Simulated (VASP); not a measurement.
# TaSi2 (P3_112) in VASP: a series of runs, part 2 of 2

VASP 6.6.1. The steps go on from the part before.

### 3 Single point, PBEsol (mode 4 (106.9 1/cm) frozen in, largest displacement +0.030 Å)

File INCAR:

```
  ALGO = Normal
  EDIFF = 1E-7
  ENCUT = 520
  GGA = PS
  ISIF = 2
  ISMEAR = 0
  LASPH = True
  LCHARG = False
  LREAL = False
  LWAVE = False
  NBANDS = 38
  NELM = 100
  PREC = Accurate
  SIGMA = 0.15
```

File KPOINTS:

```
k-points
0
Gamma
  12 12 6
```

File POSCAR:

```
TaSi2
1.0
    4.7609902391      0.0000000000      0.0000000000
   -2.3804951195      4.1231384942      0.0000000000
    0.0000000000      0.0000000000      6.5561430408
Ta Si
3 6
Direct
    0.5036380054      0.0072760107      0.0000000000
    0.5036380054      0.4963619946      0.6666666667
   -0.0072760107      0.4963619946      0.3333333333
    0.1620376275      0.3240752550      0.0000000000
    0.8434721198      0.1565278802      0.6666666667
    0.6759247450      0.8379623725      0.3333333333
    0.8434721198      0.6869442396      0.0000000000
    0.1620376275      0.8379623725      0.6666666667
    0.3130557604      0.1565278802      0.3333333333
```

Potentials or basis: VASP PAW PBE potentials, release 64 (Ta_pv, Si).

On the command line:

```
$ cat potpaw_PBE.64/Ta_pv/POTCAR potpaw_PBE.64/Si/POTCAR > POTCAR
$ mpirun -np 1 vasp_std > vasp.out
```

OUTCAR:

```text
EDIFF = 1E-7
   ENCUT = 520
   GGA = PS
   ISIF = 2
   ISMEAR = 0
   LASPH = True
   LREAL = False
   NELM = 100
   PREC = Accurate

 ion  position               nearest neighbor table
   1  0.504  0.007  0.000-   5 2.60   9 2.60   6 2.60   8 2.60   4 2.72   4 2.72   7 2.72   7 2.72
                             7 2.80   4 2.82   2 3.19   3 3.19   2 3.27   3 3.27
   2  0.504  0.496  0.667-   7 2.60   9 2.60   4 2.60   6 2.60   8 2.72   8 2.72   5 2.72   5 2.72
                             5 2.80   8 2.82   1 3.19   3 3.19   1 3.27   3 3.27
   3  0.993  0.496  0.333-   7 2.60   5 2.60   4 2.60   8 2.60   6 2.72   6 2.72   9 2.72   9 2.72
                             9 2.80   6 2.82   1 3.19   2 3.19   1 3.27   2 3.27
   4  0.162  0.324  0.000-   9 2.55   5 2.55   3 2.60   2 2.60   7 2.63   1 2.72   1 2.72   7 2.81
                             7 2.81   1 2.82
   5  0.843  0.157  0.667-   4 2.55   6 2.55   1 2.60   3 2.60   8 2.63   2 2.72   2 2.72   2 2.80
                             8 2.81   8 2.81   7 3.13   9 3.13
   6  0.676  0.838  0.333-   7 2.55   5 2.55   1 2.60   2 2.60   9 2.63   3 2.72   3 2.72   9 2.81
                             9 2.81   3 2.82
   7  0.843  0.687  0.000-   6 2.55   8 2.55   2 2.60   3 2.60   4 2.63   1 2.72   1 2.72   1 2.80
                             4 2.81   4 2.81   5 3.13   9 3.13
   8  0.162  0.838  0.667-   7 2.55   9 2.55   1 2.60   3 2.60   5 2.63   2 2.72   2 2.72   5 2.81
                             5 2.81   2 2.82
   9  0.313  0.157  0.333-   4 2.55   8 2.55   1 2.60   2 2.60   6 2.63   3 2.72   3 2.72   3 2.80
                             6 2.81   6 2.81   7 3.13   5 3.13

  LATTYP: Found a hexagonal cell.
 ALAT       =     4.7609902391
 C/A-ratio  =     1.3770545016

  Lattice vectors:

 A1 = (   4.7609902391,   0.0000000000,   0.0000000000)
 A2 = (  -2.3804951195,   4.1231384942,   0.0000000000)
 A3 = (   0.0000000000,   0.0000000000,   6.5561430408)

Analysis of symmetry for initial positions (statically):
=====================================================================
 Subroutine PRICEL returns:
 Original cell was already a primitive cell.

 Routine SETGRP: Setting up the symmetry group for a
 hexagonal supercell.

 Subroutine GETGRP returns: Found  6 space group operations
 (whereof  2 operations were pure point group operations)
 out of a pool of 24 trial point group operations.

The static configuration has the point symmetry C_2 .
 The point group associated with its full space group is D_3 .

Analysis of symmetry for dynamics (positions and initial velocities):
=====================================================================
 Subroutine PRICEL returns:
 Original cell was already a primitive cell.

 Routine SETGRP: Setting up the symmetry group for a
 hexagonal supercell.

 Subroutine GETGRP returns: Found  6 space group operations
 (whereof  2 operations were pure point group operations)
 out of a pool of 24 trial point group operations.

The dynamic configuration has the point symmetry C_2 .
 The point group associated with its full space group is D_3 .

 Subroutine INISYM returns: Found  6 space group operations
 (whereof  2 operations are pure point group operations),
 and found     1 'primitive' translations

----------------------------------------------------------------------------------------

                                     Primitive cell

  volume of cell :     128.6985
[... 63 lines left out ...]
  0.250000 -0.000000  0.000000      6.000000
  0.333333 -0.000000  0.000000      6.000000
  0.416667  0.000000  0.000000      6.000000
[... 16 lines left out ...]
  0.250000 -0.000000  0.166667     12.000000
  0.333333 -0.000000  0.166667     12.000000
 [... further k-points ...]
   k-points           NKPTS =    100   k-points in BZ     NKDIM =    100   number of bands    NBANDS=     38
   number of dos      NEDOS =    301   number of ions     NIONS =      9
   total plane-waves  NPLWV =  64800
   dimension x,y,z NGX =    36 NGY =   36 NGZ =   50
   dimension x,y,z NGXF=    72 NGYF=   72 NGZF=  100
   ions per type =               3   6
   NGX,Y,Z   is equivalent  to a cutoff of  12.57, 12.57, 12.68 a.u.
   NGXF,Y,Z  is equivalent  to a cutoff of  25.14, 25.14, 25.36 a.u.
 SYSTEM =  unknown system
   PREC   = accura    normal or accurate (medium, high low for compatibility)
   ISTART =      0    job   : 0-new  1-cont  2-samecut
   ICHARG =      2    charge: 1-file 2-atom 10-const
   ISPIN  =      1    spin polarized calculation?
   LNONCOLLINEAR =      F non collinear calculations
   LSORBIT =      F    spin-orbit coupling
   LASPH  =      T    aspherical Exc in radial PAW
   ENCUT  =  520.0 eV  38.22 Ry    6.18 a.u.   8.85  8.85 12.19*2*pi/ulx,y,z
   NELM   =    100;   NELMIN=  2; NELMDL= -5     # of ELM steps
   EDIFF  = 0.1E-06   stopping-criterion for ELM
   LREAL  =      F    real-space projection
   EDIFFG = 0.1E-05   stopping-criterion for IOM
   NSW    =      0    number of steps for IOM
   IBRION =     -1    ionic relax: 0-MD 1-quasi-New 2-CG
   NFREE  =      0    steps in history (QN), initial steepest desc. (CG)
   ISIF   =      2    stress and relaxation
   ISYM   =      2    0-nonsym 1-usesym 2-fastsym
   POTIM  = 0.5000    time-step for ionic-motion
   TEBEG  =    0.0;   TEEND  =   0.0 temperature during run
   PSTRESS=    0.0 pullay stress
   NELECT =      57.0000    total number of electrons
   NUPDOWN=      -1.0000    fix difference up-down
   EMIN   =  10.00;   EMAX   =-10.00  energy-range for DOS
   EFERMI =   0.00;   METHOD = LEGACY
   ISMEAR =     0;   SIGMA  =   0.15  broadening in eV -4-tet -1-fermi 0-gaus
   EFERMI_NEDOS =   21; number of points for ismear=-14 and -15
   IALGO  =     38    algorithm
   IMIX   =      4    mixing-type and parameters
     AMIX     =   0.40;   BMIX     =  1.00
     AMIX_MAG =   1.60;   BMIX_MAG =  1.00
  volume/ion in A,a.u.               =      14.30        96.50
  Fermi-wavevector in a.u.,A,eV,Ry     =   1.247887  2.358164 21.187289  1.557222
  Thomas-Fermi vector in A             =   2.381999
   LORBIT       =      0    0 simple, 1 ext, 2 COOP (PROOUT), +10 PAW based schemes
   GGA     = PS    functional components
   LHFCALC =     F    Hartree Fock is set to
   AEXX    =    0.0000 exact exchange contribution
   IVDW    =     0    specifies the selected vdW correction
   LEPSILON=     F    determine dielectric tensor
   LRPA    =     F    only Hartree local field effects (RPA)
 non-spin polarized calculation
 Gauss-broadening in eV      SIGMA  =   0.15
  energy-cutoff  :      520.00
  volume of cell :      128.70
 maximum number of plane-waves:      3501
   NGX = 17   NGY = 17   NGZ = 25

 number of electron      57.0000002 magnetization

 Free energy of the ion-electron system (eV)
  ---------------------------------------------------
  ext. energy  EPLUGINS =         0.00000000
  ---------------------------------------------------
  free energy    TOTEN  =       -77.35296136 eV

  energy without entropy =      -77.31280369  energy(sigma->0) =      -77.33288252

 E-fermi :   9.3975     XC(G=0): -12.2043

 val. band max:        9.3974638587   @ k =  -0.1667  -0.4167   0.3333
 cond. band min:       9.4001502546   @ k =   0.3333   0.0833   0.5000
 fundamental gap:      0.0026863958
 Fermi energy:         9.3974892291

 k-point     1 :       0.0000    0.0000    0.0000
  band No.  band energies     occupation
      1     -24.8965      2.00000
      2     -24.8965      2.00000
      3     -24.8897      2.00000
      4     -24.8187      2.00000
      5     -24.8187      2.00000
      6     -24.7332      2.00000
[... 973 lines left out ...]
     37      13.4900      0.00000
     38      13.7325      0.00000

 [... further k-points ...]
[... 5 lines left out ...]
  --------------------------------------------------------------------------------------
  -------------------------------------------------------------------------------------
  Total        0.2267854      0.2267854      0.3555901      0.0000000      0.0000000     -0.0000000
  in kB        2.8232677      2.8232677      4.4267659      0.0000000      0.0000000     -0.0000000
  external PRESSURE =       3.3577671 kB  Pullay stress =       0.0000000 kB

 VOLUME and BASIS-vectors are now :
 -----------------------------------------------------------------------------
  energy-cutoff  :      520.00
  volume of cell :      128.70
      direct lattice vectors                 reciprocal lattice vectors
     4.760990239  0.000000000  0.000000000     0.210040338  0.121266846  0.000000000
    -2.380495119  4.123138494  0.000000000     0.000000000  0.242533692  0.000000000
     0.000000000  0.000000000  6.556143041     0.000000000  0.000000000  0.152528704

 POSITION                                       TOTAL-FORCE (eV/Angst)
 -----------------------------------------------------------------------------------
      2.38050      0.03000      0.00000        -0.000000     -0.228734      0.000000
      1.21623      2.04657      4.37076        -0.198089      0.114367     -0.000000
      3.54476      2.04657      2.18538         0.198089      0.114367      0.000000
      0.00000      1.33621      0.00000        -0.000000     -0.020175      0.000000
      3.64315      0.64539      4.37076        -0.028702      0.016571      0.000000
      1.22331      3.45503      2.18538         0.017472      0.010087      0.000000
      2.38050      2.83237      0.00000        -0.000000     -0.033142      0.000000
     -1.22331      3.45503      4.37076        -0.017472      0.010087     -0.000000
      1.11784      0.64539      2.18538         0.028702      0.016571     -0.000000
 -----------------------------------------------------------------------------------
    total drift:                               -0.000000     -0.000000      0.000000

  FREE ENERGIE OF THE ION-ELECTRON SYSTEM (eV)
  ---------------------------------------------------
  free  energy   TOTEN  =       -77.3529613589 eV

  energy  without entropy=      -77.3128036857  energy(sigma->0) =      -77.33288252
```

Wall time 12 min (1 thread of Oxide Virtual Turin-like, shared host); peak memory 0.46 GiB.

Results:

```
Free energy   : -77.3530 eV
Pressure      : 0.3 GPa
Largest force : 0.229 eV/Å
```

Forces on the atoms (eV/Å):
```
Ta   0.000 -0.229  0.000
Ta  -0.198  0.114  0.000
Ta   0.198  0.114  0.000
Si   0.000 -0.020  0.000
Si  -0.029  0.017  0.000
Si   0.017  0.010  0.000
Si   0.000 -0.033  0.000
Si  -0.017  0.010  0.000
Si   0.029  0.017  0.000
```

Caveat: the cell differs from its parent crystal (mode 4 (106.9 1/cm) frozen in, largest displacement +0.030 Å); the PAW data sets were made with another functional, which shifts forces and pressure a little; spin-orbit coupling is left out, which moves the levels of the heavy elements.
